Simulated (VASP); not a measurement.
**AgI: elastic constants with LDA**

AgI:

```xyz
2
Lattice="0.0000 3.0110 3.0110 3.0110 0.0000 3.0110 3.0110 3.0110 0.0000" Properties=species:S:1:pos:R:3 pbc="T T T"
Ag    0.0000    0.0000    0.0000
I     4.5165    4.5165    4.5165
```

* Program: VASP 6.6.1
* Task: elastic constants
* Functional: LDA
* Potentials or basis: VASP PAW LDA potentials, release 64 (Ag, I)
* Cutoff: 500 eV
* k mesh: 6 × 6 × 6
* Occupations: gaussian, width 0.01 eV
* Spin: no spin polarisation
* Dipole correction: no
* Ions in elastic constants: relaxed
* Further INCAR settings: ALGO = Normal; EDIFF = 1e-08; IBRION = 6; POTIM = 0.015; NSW = 1; ISIF = 3

| Quantity | Value |
| --- | --- |
| Elastic constants C11, C12, C44 | 75, 81, -4 GPa |
| Voigt bulk modulus | 79 GPa |
| Highest phonon frequency at Γ, LO-TO splitting left out | 169 cm⁻¹ |

Phonon frequencies in cm⁻¹ (negative: imaginary):
| q point | frequencies |
| --- | --- |
| (0.000, 0.000, 0.000) | 0 0 0 169 169 169 |

Elastic tensor in Voigt notation (GPa, in the Cartesian axes of the cell as first typed):
```
75 81 81  0  0  0
81 75 81  0  0  0
81 81 75  0  0  0
 0  0  0 -4  0  0
 0  0  0  0 -4  0
 0  0  0  0  0 -4
```

Clamped-ion elastic tensor (GPa):
```
75 81 81  0  0  0
81 75 81  0  0  0
81 81 75  0  0  0
 0  0  0 66  0  0
 0  0  0  0 66  0
 0  0  0  0  0 66
```

It took 2.1 min on 1 thread of Intel(R) Xeon(R) 6975P-C (Granite Rapids), on a shared host, peak memory 0.22 GiB.

Caveat: the cell is under stress, which shifts elastic constants; the elastic tensor has a negative eigenvalue, so either the cell is unstable as it stands or the mesh is too thin.
